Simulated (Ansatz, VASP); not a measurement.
**Two plane-wave programs on NaH**

File POSCAR:

```
NaH
1.0
    2.8605476219      0.0000000000      0.0000000000
    0.0000000000      2.8605476219      0.0000000000
    0.0000000000      0.0000000000      2.9323912064
Na H
1 1
Direct
    0.0000000000      0.0000000000      0.0000000000
    0.5000000000      0.5000000000      0.5000000000
```

File INCAR.step1:

```
PREC = Accurate ; ENCUT = 520
EDIFF = 1E-5 ; ISMEAR = 0
SIGMA = 0.01 ; LREAL = F
LASPH = T ; NELM = 80
ALGO = Normal ; ISIF = 2
LWAVE = T ; LCHARG = F
NBANDS = 11 ; GGA = PE
```

INCAR.step2

```
PREC = Accurate ; ENCUT = 520
EDIFF = 1E-7 ; ISMEAR = 0
SIGMA = 0.01 ; LREAL = F
LASPH = T ; NELM = 80
ALGO = Normal ; ISIF = 2
LWAVE = F ; LCHARG = F
GGA = PE ; LHFCALC = T
HFSCREEN = 0.2079 ; PRECFOCK = Normal
NBANDS = 11 ; ISTART = 1
```

KPOINTS

```
regular mesh
0
Gamma
  6 6 6
```

Input for Ansatz:

```yaml
crystal:
  lattice:
    - [2.8605476219, 0.0, 0.0]
    - [0.0, 2.8605476219, 0.0]
    - [0.0, 0.0, 2.9323912064]
  atoms:
    - { symbol: Na, position: [0.0, 0.0, 0.0] }
    - { symbol: H, position: [0.5, 0.5, 0.5] }
kpoints:
  mp_grid: { grid: [6, 6, 6] }
  band_path:
    path: [[0.0, 0.0, 0.0], [0.0, 0.5, 0.0], [0.5, 0.5, 0.0], [0.5, 0.5, 0.5]]
    npoints: 1
hamiltonian:
  xc: hse06
scf:
  occupations: { method: fixed }
  n_extra_bands: 4
output:
  forces: true
  stress: true
  eigenvalues: true
```

Change from the starting cell: biaxial_xy strain -2.5%.

Alike in both runs: task single point; functional HSE06; k mesh 6 × 6 × 6; no spin polarisation.

|  | VASP | Ansatz |
| --- | --- | --- |
| version | VASP 6.6.1 | Ansatz 0.2.0 |
| potentials or method | VASP PAW PBE potentials, release 64 (Na_pv, H) | plane waves, PAW |
| plane-wave cutoff (eV) | 520 | 420 |
| occupations | gaussian, width 0.01 eV | fixed |
| valence electrons in the cell | 8 | 10 |

```tsv
	VASP	Ansatz	Ansatz less VASP
gap on the k mesh at the Fermi level (eV)	1.72	1.73	+0.006
pressure (GPa)	1.7	1.7	-0.02
traceless stress, the component that is largest in VASP (GPa)	-2.13	-2.12	+0.006
```

VASP's potentials hold 8 valence electrons a cell and Ansatz's 10, so a difference there can come from the potentials and not from the codes. Ansatz's warnings: stress exchange threshold loose, stress scf threshold loose.
